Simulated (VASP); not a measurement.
**InPt3: single point with LDA**

Crystal: InPt3.

```xyz
4
Lattice="3.8962 0.0000 0.0000 0.0000 3.8962 0.0000 0.0000 0.0000 3.8962" Properties=species:S:1:pos:R:3 pbc="T T T"
In    0.0000    0.0000    0.0000
Pt    1.9481    1.9481    0.0000
Pt    0.0000    1.9481    1.9481
Pt    1.9481    0.0000    1.9481
```

```json
{
 "Program": "VASP 6.6.1",
 "Task": "single point",
 "Functional": "LDA",
 "Potentials or basis": "VASP PAW LDA potentials, release 64 (In_d, Pt)",
 "Cutoff": "500 eV",
 "k mesh": "10 × 10 × 10",
 "Occupations": "fermi-dirac, width 0.15 eV",
 "Spin": "no spin polarisation"
}
```

The pressure is 16.1 GPa. The band gap on the k mesh is zero (an odd number of electrons rules out a gap without spin polarisation).

Levels at points of the mesh, in eV from the Fermi level:
| k point | band 19 | band 20 | band 21 | band 22 | band 23 | band 24 | band 25 | band 26 |
| --- | --- | --- | --- | --- | --- | --- | --- | --- |
| (0.00, 0.00, 0.00) | 0.10 | 0.10 | 0.10 | 0.57 | 0.57 | 0.57 | 6.35 | 7.72 |
| (0.50, 0.00, 0.00) | -2.32 | -2.17 | -0.83 | 0.57 | 4.36 | 6.06 | 6.06 | 6.59 |
| (0.50, 0.50, 0.00) | -1.92 | -1.82 | -1.79 | -0.59 | 1.66 | 1.66 | 7.54 | 9.51 |
| (0.50, 0.50, 0.50) | -1.69 | -1.69 | -0.57 | 0.08 | 0.08 | 0.08 | 3.61 | 4.73 |

Wall time 24 s on 1 thread of AMD EPYC 9R45 96-Core Processor (Zen 5) (shared host), peak memory 0.17 GiB.

Caveat: the cell stands under pressure; spin-orbit coupling is left out, which moves the levels of the heavy elements.
